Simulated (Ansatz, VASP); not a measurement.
One calculation of SiGe, two programs

The input POSCAR:

```
SiGe
1.0
    3.7872463130      0.0000000000      0.0000000000
   -1.8936231565      3.2798515175      0.0000000000
    0.0000000000      0.0000000000      6.5504848641
Si Ge
2 2
Direct
    0.6666666667      0.3333333333      0.8744661518
    0.3333333333      0.6666666667      0.3744661518
    0.6666666667      0.3333333333      0.5005328482
    0.3333333333      0.6666666667      0.0005328482
```

File INCAR.step1:

```
SYSTEM = SiGe
  PREC = Accurate
  ENCUT = 520
  ISMEAR = 0
  SIGMA = 0.05
  LREAL = .FALSE.
  LASPH = .TRUE.
  NELM = 60
  NBANDS = 26
  GGA = PE
  ALGO = Normal
  EDIFF = 1E-4
  LWAVE = .TRUE.
  LCHARG = .FALSE.
```

File INCAR.step2:

```
SYSTEM = SiGe
  PREC = Accurate
  ENCUT = 520
  EDIFF = 1E-6
  ISMEAR = 0
  SIGMA = 0.05
  LREAL = .FALSE.
  LASPH = .TRUE.
  NELM = 60
  ALGO = Normal
  ISIF = 2
  LWAVE = .FALSE.
  LCHARG = .FALSE.
  METAGGA = R2SCAN
  LMIXTAU = .TRUE.
  NBANDS = 26
  ISTART = 1
```

File KPOINTS:

```
Automatic mesh
0
G
  12 12 4
  0 0 0
```

Input for Ansatz:

```yaml
crystal:
  lattice:
    - [3.787246313, 0.0, 0.0]
    - [-1.8936231565, 3.2798515175, 0.0]
    - [0.0, 0.0, 6.5504848641]
  atoms:
    - { symbol: Si, position: [0.6666666667, 0.3333333333, 0.8744661518] }
    - { symbol: Si, position: [0.3333333333, 0.6666666667, 0.3744661518] }
    - { symbol: Ge, position: [0.6666666667, 0.3333333333, 0.5005328482] }
    - { symbol: Ge, position: [0.3333333333, 0.6666666667, 0.0005328482] }
basis:
  ecutwfc: 500
kpoints:
  mp_grid: { grid: [12, 12, 4] }
hamiltonian:
  xc: r2scan
scf:
  occupations: { method: gaussian, width: 0.05 }
output:
  forces: true
  stress: true
  eigenvalues: true
```

Change from the starting cell: strain -0.030 along x and y, +0.015 along z, atoms carried along.

Alike in both runs: task single point; functional r2SCAN; k mesh 12 × 12 × 4; occupations gaussian, width 0.05 eV; no spin polarisation.

|  | VASP | Ansatz |
| --- | --- | --- |
| version | VASP 6.6.1 | Ansatz 0.2.0 |
| potentials or method | VASP PAW PBE potentials, release 64 (Si, Ge_d), cutoff 520 eV | scalar-relativistic, plane waves, PAW |
| valence electrons in the cell | 36 | 36 |

```tsv
	VASP	Ansatz	Ansatz less VASP
gap on the k mesh at the Fermi level (eV)	0.75	0.75	+0.003
least direct gap on the mesh (eV)	1.42	1.43	+0.011
pressure (GPa)	4.5	4.6	+0.05
traceless stress, the component that is largest in VASP (GPa)	-7.07	-7.05	+0.022
rms of the force components (eV/Å)	0.281	0.280	-0.0003
```

VASP's potentials were made for PBE, not for r2SCAN. Atom by atom the forces differ by 0.000 eV/Å (rms over components).
